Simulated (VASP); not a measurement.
Here is a VASP 6.6.1 calculation.

The input INCAR:

```
PREC     = Accurate       # precision mode
ENCUT    = 520            # plane-wave cutoff, eV
EDIFF    = 1E-6           # SCF threshold, eV
ISMEAR   = 1              # smearing method
SIGMA    = 0.4            # smearing width, eV
LREAL    = False          # projectors in reciprocal space
LASPH    = True           # aspherical terms in the spheres
NELM     = 60             # most SCF steps
ALGO     = Normal         # electronic algorithm
ISIF     = 2              # what is computed and relaxed
LWAVE    = False          # write WAVECAR
LCHARG   = False          # write CHGCAR
NBANDS   = 11             # bands
```

Contents of KPOINTS:

```
regular mesh
0
Gamma
  12 12 12
```

The input POSCAR:

```
C
1.0
    0.0000000000      1.7834000000      1.7834000000
    1.7834000000      0.0000000000      1.7834000000
    1.7834000000      1.7834000000      0.0000000000
C
2
Direct
    0.5000000000      0.5000000000      0.2476729842
    0.7500000000      0.7500000000      0.7500000000
```

Potentials or basis: VASP PAW LDA potentials, release 64 (C).

The run is started by

```console
$ cat potpaw_LDA.64/C/POTCAR > POTCAR
$ mpirun -np 1 vasp_std > vasp.out
```

What does it give for the band gap on the k mesh?

Zero (band 4 reaches 11.23 eV, above the bottom of band 5 at 8.04 eV).

Estimate the pressure.

140.9 GPa.

Estimate the largest force.

29.960 eV/Å.

Forces on the atoms (eV/Å):
```
C    12.822  12.822 -23.849
C   -12.822 -12.822  23.849
```

Caveat: the cell differs from its parent crystal (atom 1 (C) moved by (-0.450, -0.450) A along x and y); forces of over 1 eV/Å act on the atoms, so gaps and moduli don't describe the material at rest.
